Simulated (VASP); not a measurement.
# NaLa3 (Pm-3m) in VASP: a series of runs

Runs on NaLa3. Level: PBEsol. Tasks: single point, relaxation of cell and atoms.

Everything below comes from runs of VASP 6.6.1. Logs are shortened: lines on timing, memory, paths and dates and some standing lists are left out, and cuts for length are marked.

## Step 1: The cell of the first run

It takes space group Pm-3m (No. 221, cubic). The conventional cell has a = 5.132 Å, b = 5.132 Å, c = 5.132 Å, α = 90.00°, β = 90.00°, γ = 90.00°. Within 4.8 Å of Na (site symmetry m-3m) lie 12 La at 3.63 Å. Within 4.8 Å of La (site symmetry 4/mmm) lie 4 Na at 3.63 Å and 8 La at 3.63 Å.

## Step 2: Single point, PBEsol

INCAR

```
SYSTEM = NaLa3
PREC = Accurate
ENCUT = 520
EDIFF = 1E-7
ISMEAR = 1
SIGMA = 0.1
LREAL = .FALSE.
LASPH = .TRUE.
NELM = 60
ALGO = Normal
ISIF = 2
LWAVE = .FALSE.
LCHARG = .TRUE.
GGA = PS
LELF = .TRUE.
LVHAR = .TRUE.
NBANDS = 28
```

KPOINTS

```
Automatic mesh
0
G
  4 4 4
  0 0 0
```

POSCAR

```
NaLa3
1.0
    5.1317599883      0.0000000000      0.0000000000
    0.0000000000      5.1317599883      0.0000000000
    0.0000000000      0.0000000000      5.1317599883
Na La
1 3
Direct
    0.0000000000      0.0000000000      0.0000000000
    0.5000000000      0.0000000000      0.5000000000
    0.0000000000      0.5000000000      0.5000000000
    0.5000000000      0.5000000000      0.0000000000
```

Potentials or basis: VASP PAW PBE potentials, release 64 (Na_pv, La).

Started as:

```sh
$ cat potpaw_PBE.64/Na_pv/POTCAR potpaw_PBE.64/La/POTCAR > POTCAR
$ mpirun -np 1 vasp_std > vasp.out
```

OUTCAR:

```text
SYSTEM = NaLa3
   PREC = Accurate
   ENCUT = 520
   EDIFF = 1E-7
   ISMEAR = 1
   LREAL = .FALSE.
   LASPH = .TRUE.
   NELM = 60
   ISIF = 2
   GGA = PS

 ion  position               nearest neighbor table
   1  0.000  0.000  0.000-
   2  0.500  0.000  0.500-   3 3.63   4 3.63   4 3.63   3 3.63   4 3.63   4 3.63   3 3.63   3 3.63

   3  0.000  0.500  0.500-   2 3.63   4 3.63   4 3.63   2 3.63   2 3.63   4 3.63   4 3.63   2 3.63

   4  0.500  0.500  0.000-   2 3.63   3 3.63   2 3.63   3 3.63   2 3.63   2 3.63   3 3.63   3 3.63

  LATTYP: Found a simple cubic cell.
 ALAT       =     5.1317599883

  Lattice vectors:

 A1 = (   5.1317599883,   0.0000000000,   0.0000000000)
 A2 = (   0.0000000000,   5.1317599883,   0.0000000000)
 A3 = (   0.0000000000,   0.0000000000,   5.1317599883)

Analysis of symmetry for initial positions (statically):
=====================================================================
 Subroutine PRICEL returns:
 Original cell was already a primitive cell.

 Routine SETGRP: Setting up the symmetry group for a
 simple cubic supercell.

 Subroutine GETGRP returns: Found 48 space group operations
 (whereof 48 operations were pure point group operations)
 out of a pool of 48 trial point group operations.

The static configuration has the point symmetry O_h .

Analysis of symmetry for dynamics (positions and initial velocities):
=====================================================================
 Subroutine PRICEL returns:
 Original cell was already a primitive cell.

 Routine SETGRP: Setting up the symmetry group for a
 simple cubic supercell.

 Subroutine GETGRP returns: Found 48 space group operations
 (whereof 48 operations were pure point group operations)
 out of a pool of 48 trial point group operations.

The dynamic configuration has the point symmetry O_h .

 Subroutine INISYM returns: Found 48 space group operations
 (whereof 48 operations are pure point group operations),
 and found     1 'primitive' translations

----------------------------------------------------------------------------------------
[... 74 lines left out ...]
   ISTART =      0    job   : 0-new  1-cont  2-samecut
   ICHARG =      2    charge: 1-file 2-atom 10-const
   ISPIN  =      1    spin polarized calculation?
   LNONCOLLINEAR =      F non collinear calculations
   LSORBIT =      F    spin-orbit coupling
   LASPH  =      T    aspherical Exc in radial PAW
   ENCUT  =  520.0 eV  38.22 Ry    6.18 a.u.   9.54  9.54  9.54*2*pi/ulx,y,z
   NELM   =     60;   NELMIN=  2; NELMDL= -5     # of ELM steps
   EDIFF  = 0.1E-06   stopping-criterion for ELM
   LREAL  =      F    real-space projection
   EDIFFG = 0.1E-05   stopping-criterion for IOM
   NSW    =      0    number of steps for IOM
   IBRION =     -1    ionic relax: 0-MD 1-quasi-New 2-CG
   NFREE  =      0    steps in history (QN), initial steepest desc. (CG)
   ISIF   =      2    stress and relaxation
   ISYM   =      2    0-nonsym 1-usesym 2-fastsym
   POTIM  = 0.5000    time-step for ionic-motion
   TEBEG  =    0.0;   TEEND  =   0.0 temperature during run
   PSTRESS=    0.0 pullay stress
   NELECT =      40.0000    total number of electrons
   NUPDOWN=      -1.0000    fix difference up-down
   EMIN   =  10.00;   EMAX   =-10.00  energy-range for DOS
   EFERMI =   0.00;   METHOD = LEGACY
   ISMEAR =     1;   SIGMA  =   0.10  broadening in eV -4-tet -1-fermi 0-gaus
   EFERMI_NEDOS =   21; number of points for ismear=-14 and -15
   IALGO  =     38    algorithm
   IMIX   =      4    mixing-type and parameters
     AMIX     =   0.40;   BMIX     =  1.00
     AMIX_MAG =   1.60;   BMIX_MAG =  1.00
  volume/ion in A,a.u.               =      33.79       228.00
  Fermi-wavevector in a.u.,A,eV,Ry     =   1.091009  2.061709 16.195035  1.190302
  Thomas-Fermi vector in A             =   2.227246
   LORBIT       =      0    0 simple, 1 ext, 2 COOP (PROOUT), +10 PAW based schemes
   GGA     = PS    functional components
   LHFCALC =     F    Hartree Fock is set to
   AEXX    =    0.0000 exact exchange contribution
   IVDW    =     0    specifies the selected vdW correction
   LEPSILON=     F    determine dielectric tensor
   LRPA    =     F    only Hartree local field effects (RPA)
 non-spin polarized calculation
 Methfessel and Paxton  Order N= 1 SIGMA  =   0.10
  energy-cutoff  :      520.00
  volume of cell :      135.14
 maximum number of plane-waves:      3743
 NGX is ok and might be reduce to    40
   NGX = 19   NGY = 19   NGZ = 19

 number of electron      40.0000015 magnetization

 Free energy of the ion-electron system (eV)
  ---------------------------------------------------
  ext. energy  EPLUGINS =         0.00000000
  ---------------------------------------------------
  free energy    TOTEN  =       -16.45772135 eV

  energy without entropy =      -16.44515771  energy(sigma->0) =      -16.45353347

 E-fermi :   6.4483     XC(G=0):  -9.3554

 val. band max:        6.3974692940   @ k =   0.2500   0.2500   0.0000
 cond. band min:       6.4593989778   @ k =   0.5000   0.2500   0.0000
 fundamental gap:      0.0619296838
 Fermi energy:         6.4482694364

 k-point     1 :       0.0000    0.0000    0.0000
  band No.  band energies     occupation
      1     -26.3465      2.00000
      2     -26.0684      2.00000
      3     -26.0684      2.00000
      4     -16.9059      2.00000
      5     -16.9059      2.00000
      6     -16.9059      2.00000
[... 299 lines left out ...]
     27       8.1612     -0.00000
     28       8.1769     -0.00000

------------------------ aborting loop because EDIFF is reached ----------------------------------------

  FORCE on cell =-STRESS in cart. coord.  units (eV):
  Direction    XX          YY          ZZ          XY          YZ          ZX
  --------------------------------------------------------------------------------------
  -------------------------------------------------------------------------------------
  Total        0.0757652      0.0757652      0.0757652     -0.0000000     -0.0000000     -0.0000000
  in kB        0.8982167      0.8982167      0.8982167     -0.0000000     -0.0000000     -0.0000000
  external PRESSURE =       0.8982167 kB  Pullay stress =       0.0000000 kB

 VOLUME and BASIS-vectors are now :
 -----------------------------------------------------------------------------
  energy-cutoff  :      520.00
  volume of cell :      135.14
      direct lattice vectors                 reciprocal lattice vectors
     5.131759988  0.000000000  0.000000000     0.194864920  0.000000000  0.000000000
     0.000000000  5.131759988  0.000000000     0.000000000  0.194864920  0.000000000
     0.000000000  0.000000000  5.131759988     0.000000000  0.000000000  0.194864920

 POSITION                                       TOTAL-FORCE (eV/Angst)
 -----------------------------------------------------------------------------------
      0.00000      0.00000      0.00000         0.000000      0.000000      0.000000
      2.56588      0.00000      2.56588         0.000000      0.000000      0.000000
      0.00000      2.56588      2.56588         0.000000      0.000000      0.000000
      2.56588      2.56588      0.00000         0.000000      0.000000      0.000000
 -----------------------------------------------------------------------------------
    total drift:                                0.000000     -0.000000     -0.000000

  FREE ENERGIE OF THE ION-ELECTRON SYSTEM (eV)
  ---------------------------------------------------
  free  energy   TOTEN  =       -16.4577213473 eV

  energy  without entropy=      -16.4451577077  energy(sigma->0) =      -16.45353347
```

Run time: 2.1 min. Hardware: 1 thread of Intel Xeon 8259CL, shared host; peak memory 0.26 GiB.

Results:

```yaml
Free_energy: -16.4577 eV
Pressure: 0.1 GPa
Band_gap_on_the_k_mesh: zero (bands 20 and 21 overlap by 2.11 eV)
```

Levels at points of the mesh, in eV from the Fermi level:
| k point | band 15 | band 16 | band 17 | band 18 | band 19 | band 20 | band 21 | band 22 | band 23 | band 24 |
| --- | --- | --- | --- | --- | --- | --- | --- | --- | --- | --- |
| (0.00, 0.00, 0.00) | -15.77 | -3.18 | -2.25 | -0.85 | -0.85 | -0.74 | -0.74 | -0.74 | 1.55 | 1.75 |
| (0.50, 0.00, 0.00) | -15.89 | -1.65 | -1.23 | -1.00 | -0.40 | 0.28 | 0.28 | 0.60 | 1.10 | 1.21 |
| (0.50, 0.50, 0.00) | -15.79 | -0.64 | -0.47 | -0.47 | -0.20 | 0.29 | 0.29 | 0.33 | 0.72 | 1.10 |
| (0.50, 0.50, 0.50) | -15.79 | -2.03 | -1.05 | -1.05 | -1.05 | 1.37 | 1.43 | 1.43 | 1.46 | 1.51 |

Caveat: the PAW data sets were made with another functional, which shifts forces and pressure a little; spin-orbit coupling is left out, which moves the levels of the heavy elements.

## Step 3: Relaxation of cell and atoms, PBEsol

This run uses another cell than the first one, of 36.31 Å³/atom.

INCAR

```
SYSTEM = NaLa3
  PREC = Accurate
  ENCUT = 600
  EDIFF = 1E-6
  ISMEAR = 1
  SIGMA = 0.1
  LREAL = .FALSE.
  LASPH = .TRUE.
  NELM = 80
  ALGO = Normal
  ISIF = 3
  LWAVE = .FALSE.
  LCHARG = .FALSE.
  GGA = PS
  IBRION = 2
  NSW = 80
  EDIFFG = -0.03
```

KPOINTS is that of step 2.

POSCAR

```
NaLa3
1.0
    5.2562870000      0.0000000000      0.0000000000
    0.0000000000      5.2562870000      0.0000000000
    0.0000000000      0.0000000000      5.2562870000
Na La
1 3
Direct
    0.0000000000      0.0000000000      0.0000000000
    0.5000000000      0.0000000000      0.5000000000
    0.0000000000      0.5000000000      0.5000000000
    0.5000000000      0.5000000000      0.0000000000
```

Potentials or basis: VASP PAW PBE potentials, release 64 (Na_pv, La).

Started as:

```sh
$ cat potpaw_PBE.64/Na_pv/POTCAR potpaw_PBE.64/La/POTCAR > POTCAR
$ mpirun -np 1 vasp_std > vasp.out
```

Run time: 4.2 min. Hardware: 1 thread of Intel Xeon 8259CL, shared host; peak memory 0.3 GiB.

Results (log left out):

```yaml
Free_energy: -16.4586 eV
Relaxed_volume: 33.93 Å³/atom
Relaxed_cell: a = 5.139 Å, b = 5.139 Å, c = 5.139 Å, α = 90.00°, β = 90.00°, γ = 90.00°
Space_group_after_relaxing_to_0.1_Å: Pm-3m (No. 221)
Energy_gained_by_relaxing: 13.1 meV/atom
Ionic_steps: 3
Pressure_after_relaxing: 0.0 GPa
Band_gap_on_the_k_mesh: zero (bands 20 and 21 overlap by 2.09 eV)
```

Step by step:
| step | energy change (eV) | largest force (eV/Å) | pressure (GPa) | volume (Å³) |
| --- | --- | --- | --- | --- |
| 1 | 0.0000 | 0.0000 | -1.66 | 145.22 |
| 2 | -0.0503 | 0.0000 | -0.36 | 137.48 |
| 3 | -0.0525 | 0.0000 | -0.03 | 135.74 |

Final structure:
```xyz
4
Lattice="5.1392 0.0000 0.0000 0.0000 5.1392 0.0000 0.0000 0.0000 5.1392" Properties=species:S:1:pos:R:3 pbc="T T T"
Na    0.0000    0.0000    0.0000
La    2.5696    0.0000    2.5696
La    0.0000    2.5696    2.5696
La    2.5696    2.5696    0.0000
```

Levels at points of the mesh, in eV from the Fermi level:
```csv
k point,band 15,band 16,band 17,band 18,band 19,band 20,band 21,band 22,band 23,band 24
"(0.00, 0.00, 0.00)",-15.78,-3.18,-2.24,-0.85,-0.85,-0.73,-0.73,-0.73,1.54,1.74
"(0.50, 0.00, 0.00)",-15.91,-1.65,-1.23,-1.00,-0.40,0.28,0.28,0.60,1.09,1.21
"(0.50, 0.50, 0.00)",-15.81,-0.64,-0.48,-0.48,-0.19,0.29,0.29,0.32,0.71,1.10
"(0.50, 0.50, 0.50)",-15.80,-2.02,-1.05,-1.05,-1.05,1.36,1.42,1.45,1.50,1.50
```

Caveat: the PAW data sets were made with another functional, which shifts forces and pressure a little; spin-orbit coupling is left out, which moves the levels of the heavy elements.
